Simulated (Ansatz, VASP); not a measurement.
## CuO in VASP and in Ansatz

File INCAR:

```
AGGAC = 1.0
AGGAX = 1.0
ALDAC = 0.0
ALDAX = 1.0
ALGO = Normal
EDIFF = 1E-6
ENCUT = 520
GGA = B5
ISIF = 2
ISMEAR = -1
LASPH = True
LCHARG = False
LREAL = False
LWAVE = False
NBANDS = 25
NELM = 60
PREC = Accurate
SIGMA = 0.05
```

Contents of KPOINTS:

```
k-points
0
Gamma
  10 10 5
```

The input POSCAR:

```
CuO
1.0
    0.1857332682     -2.1279435114     -2.0014355785
   -1.9784931036      0.1041253111     -1.9198276214
    2.3345499767      2.2391765132     -4.2998374270
Cu O
2 2
Direct
    0.4562322400      0.5306856300      0.4854117400
    0.9742842800      0.9858673900      0.0243612000
    0.8016626700      0.7447211200      0.7392802400
    0.2678208100      0.2387258700      0.2509468100
```

The input input.yaml:

```yaml
crystal:
  lattice:
    - [0.1857332682, -2.1279435114, -2.0014355785]
    - [-1.9784931036, 0.1041253111, -1.9198276214]
    - [2.3345499767, 2.2391765132, -4.299837427]
  atoms:
    - { symbol: Cu, position: [0.45623224, 0.53068563, 0.48541174] }
    - { symbol: Cu, position: [0.97428428, 0.98586739, 0.0243612] }
    - { symbol: O, position: [0.80166267, 0.74472112, 0.73928024] }
    - { symbol: O, position: [0.26782081, 0.23872587, 0.25094681] }
hamiltonian:
  xc: blyp
  pseudopotentials: { kind: paw }
kpoints:
  mp_grid: { grid: [10, 10, 5] }
scf:
  occupations: { method: fermi_dirac, width: 0.05 }
output:
  forces: true
  stress: true
  eigenvalues: true
  write_density: true
  write_potential: true
  elf: true
  volumetric_format: npy
```

Alike in both runs: task single point; functional BLYP; k mesh 10 × 10 × 5; occupations fermi-dirac, width 0.05 eV; no spin polarisation.

|  | VASP | Ansatz |
| --- | --- | --- |
| version | VASP 6.6.1 | Ansatz 0.2.0 |
| potentials or method | VASP PAW PBE potentials, release 64 (Cu, O) | Ansatz PAW |
| plane-wave cutoff (eV) | 520 | 420 |
| valence electrons in the cell | 34 | 50 |

```tsv
	VASP	Ansatz	Ansatz less VASP
gap on the k mesh at the Fermi level (eV)	none	none	-
pressure (GPa)	15.6	15.0	-0.62
traceless stress, the component that is largest in VASP (GPa)	8.57	8.57	-0.002
rms of the force components (eV/Å)	0.920	0.899	-0.0213
```

VASP's potentials were made for PBE, not for BLYP. Atom by atom the forces differ by 0.025 eV/Å (rms over components). A gap of «none» marks a metal or a gap that the smearing closes. The functional is the same, so the differences come from potentials, cutoffs and numerics. VASP's potentials hold 34 valence electrons a cell and Ansatz's 50, so a difference there can come from the potentials and not from the codes.
